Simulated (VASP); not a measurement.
Set up this calculation in VASP 6.6.1, as the native input.

* Task: single point
* Functional: PBE
* Potentials or basis: VASP PAW PBE potentials, release 64 (Sn_d)
* Cutoff: 520 eV
* k mesh: 7 × 7 × 7
* Occupations: fermi-dirac, width 0.05 eV
* Spin: no spin polarisation
* Dipole correction: no
* Further INCAR settings: ALGO = Fast; EDIFF = 1e-06; NBANDS = 21

The structure of Sn lies in POSCAR:

```
Sn
1.0
    0.0000000000      3.2333428000      3.2333428000
    3.2333428000      0.0000000000      3.2333428000
    3.2333428000      3.2333428000      0.0000000000
Sn
2
Direct
    0.7500000000      0.7500000000      0.7500000000
    0.5000000000      0.5000000000      0.5000000000
```

One way to write it, as run:

INCAR

```
SYSTEM = Sn
ALGO = Fast
EDIFF = 1E-6
ENCUT = 520
GGA = PE
ISIF = 2
ISMEAR = -1
LASPH = .TRUE.
LCHARG = .FALSE.
LREAL = .FALSE.
LWAVE = .FALSE.
NBANDS = 21
NELM = 60
PREC = Accurate
SIGMA = 0.05
```

KPOINTS

```
k-points
0
G
  7 7 7
  0 0 0
```

Potentials or basis: VASP PAW PBE potentials, release 64 (Sn_d).

The run is started by

```bash
$ cat potpaw_PBE.64/Sn_d/POTCAR > POTCAR
$ mpirun -np 1 vasp_std > vasp.out
```

Results of the run:

The pressure is 3.8 GPa and the band gap on the k mesh is zero (band 14 reaches 5.84 eV, above the bottom of band 15 at 5.80 eV).

Caveat: spin-orbit coupling is left out, which moves the levels of the heavy elements.

It took 16 s on 1 thread of Intel(R) Xeon(R) 6975P-C (Granite Rapids), with other jobs on the host, peak memory 0.2 GiB.
